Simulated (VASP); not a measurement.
Sn: single point with LDA

Crystal: Sn.

```
Sn
1.0
    -1.95136    1.86697    1.88037
     1.92418   -1.92880    1.91502
     1.96774    1.94518   -1.94221
Sn
1
Direct
  0.00000 0.00000 0.00000
```

```json
{
  "Program": "VASP 6.6.1",
  "Task": "single point",
  "Functional": "LDA",
  "Potentials or basis": "VASP PAW LDA potentials, release 64 (Sn_d)",
  "Cutoff": "520 eV",
  "k mesh": "7 × 7 × 7",
  "Occupations": "gaussian, width 0.15 eV",
  "Spin": "no spin polarisation"
}
```

The pressure is -4.5 GPa and the band gap on the k mesh is zero (band 7 reaches 14.60 eV, above the bottom of band 8 at 5.44 eV).

Stress tensor (GPa, compression positive):
```
-5.56  0.21 -0.06
 0.21 -4.16  0.57
-0.06  0.57 -3.93
```

Levels at points of the mesh, in eV from the Fermi level:
```
           k point  band 4  band 5  band 6  band 7  band 8  band 9  band 10  band 11
(0.00, 0.00, 0.00)  -21.51  -21.50  -11.05    7.00    7.30    7.58    11.75    11.85
```

It took 33 s on 1 thread of Intel(R) Xeon(R) Platinum 8488C (Sapphire Rapids), with other jobs on the host, peak memory 0.17 GiB.

Caveat: spin-orbit coupling is left out, which moves the levels of the heavy elements.
